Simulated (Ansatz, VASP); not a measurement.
## One calculation of SiC, two programs

```xyz
4
Lattice="3.0760 0.0000 0.0000 -1.5380 2.6639 0.0000 0.0000 0.0000 4.8966" Properties=species:S:1:pos:R:3 pbc="T T T"
Si    0.0000    1.7759    0.0129
Si    1.5380    0.8880    2.4612
C     0.0000    1.7759    1.8723
C     1.5380    0.8880    4.3206
```

Change from the starting cell: z stretched by -3 %, ions relaxed.

Alike in both runs: functional PBE; k mesh 16 × 16 × 9; occupations fermi-dirac, width 0.02 eV; no spin polarisation.

Ansatz relaxed the structure, and its values are those at the end. VASP's run is a single point on that final structure, the one shown.

```csv
,VASP,Ansatz
version,VASP 6.6.1,Ansatz 0.2.0
potentials or method,"VASP PAW PBE potentials, release 64 (Si, C)","plane-wave PAW, scalar-relativistic"
plane-wave cutoff (eV),520,420
valence electrons in the cell,16,16
```

```csv
,VASP,Ansatz,Ansatz less VASP
gap on the k mesh at the Fermi level (eV),2.33,2.34,+0.003
pressure (GPa),10.6,10.7,+0.07
rms of the force components (eV/Å),0.004,0.005,+0.0005
```

The functional is the same, so the differences come from potentials, cutoffs and numerics. Ansatz's warnings: stress scf threshold loose.
